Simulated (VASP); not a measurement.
The system is KBr.

```xyz
2
Lattice="0.0000 3.3000 3.3000 3.3000 0.0000 3.3000 3.3000 3.3000 0.0000" Properties=species:S:1:pos:R:3 pbc="T T T"
Br    3.3000    3.3000    3.3000
K     0.0000    0.0000    0.0000
```

* Program: VASP 6.6.1
* Task: relaxation of cell and atoms
* Functional: PBEsol
* Dispersion: D3(BJ)
* Potentials or basis: VASP PAW PBE potentials, release 64 (Br, K_sv)
* Cutoff: 600 eV
* k mesh: 7 × 7 × 7
* Occupations: fermi-dirac, width 0.05 eV
* Spin: no spin polarisation

At the start: pressure -1.2 GPa; volume 35.94 Å³/atom.

How do energy, volume and symmetry change on relaxing?

Over 4 steps the energy falls by 11.5 meV/atom and the volume is 33.13 Å³/atom (-7.8 %); space group Fm-3m (No. 225, to 0.1 Å) before and after.

Step by step:
```csv
step,energy change (eV),largest force (eV/Å),pressure (GPa),volume (Å³)
1,0.0000,0.0000,-1.22,71.87
2,-0.0169,0.0000,-0.68,69.06
3,-0.0230,0.0000,-0.06,66.51
4,-0.0231,0.0000,0.01,66.27
```

Final structure:
```
Br K
1.0
     0.00000    3.21188    3.21188
     3.21188    0.00000    3.21188
     3.21188    3.21188    0.00000
Br K
1 1
Cartesian
  3.2119 3.2119 3.2119
  6.4238 3.2119 3.2119
```

Caveat: the PAW data sets were made with another functional, which shifts forces and pressure a little.
